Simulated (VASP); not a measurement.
Write the native input for VASP 6.6.1 that does the following.

- Task: electric field gradients
- Functional: PBEsol
- Potentials or basis: VASP PAW PBE potentials, release 64 (Pr)
- Cutoff: 520 eV
- k mesh: 11 × 11 × 6
- Occupations: fermi-dirac, width 0.08 eV
- Spin: collinear spin, ferromagnetic start
- Starting moments: [2.0, 2.0] μB
- Dipole correction: no
- Further INCAR settings: ALGO = Normal; EDIFF = 1e-08; NBANDS = 24

The structure of Pr lies in POSCAR:

```
Pr
1.0
    1.8728912700     -3.3182408000      0.0000000000
    1.8728912700      3.3182408000      0.0000000000
    0.0000000000      0.0000000000      5.9457215400
Pr
2
Direct
    0.8464667300      0.1535332700      0.2500000000
    0.1535332700      0.8464667300      0.7500000000
```

These files were run (other wordings do the same):

INCAR

```
SYSTEM = Pr
  ALGO = Normal
  EDIFF = 1E-8
  ENCUT = 520
  GGA = PS
  ISIF = 2
  ISMEAR = -1
  ISPIN = 2
  LASPH = .True.
  LCHARG = .False.
  LEFG = .True.
  LMAXMIX = 6
  LORBIT = 11
  LREAL = .False.
  LWAVE = .False.
  MAGMOM = 2 2
  NBANDS = 24
  NELM = 150
  PREC = Accurate
  SIGMA = 0.08
```

KPOINTS

```
k-points
0
Gamma
  11 11 6
  0 0 0
```

Potentials or basis: VASP PAW PBE potentials, release 64 (Pr).

The run is started by

```sh
$ cat potpaw_PBE.64/Pr/POTCAR > POTCAR
$ mpirun -np 1 vasp_std > vasp.out
```

Results of the run:

```yaml
Pressure: -4.7 GPa
Largest_force: 0.031 eV/Å
Net_moment: 5.65 μB per cell
Site_moments: Pr +2.25 μB
Largest_electric_field_gradient_by_atom: Pr +21.3 V/Å²
Valence_electrons_inside_the_program's_atomic_spheres: Pr 9.96
```

Caveat: the magnetic or orbital state may not be the lowest; the cell stands under tension; without QUAD_EFG the Cq values of the log hold for a quadrupole moment of 1 mb, not for the nuclei; the PAW data sets were made with another functional, which shifts forces and pressure a little.

Wall time 15 min on 1 thread of Intel(R) Xeon(R) 6975P-C (Granite Rapids), on a shared host, peak memory 0.52 GiB.
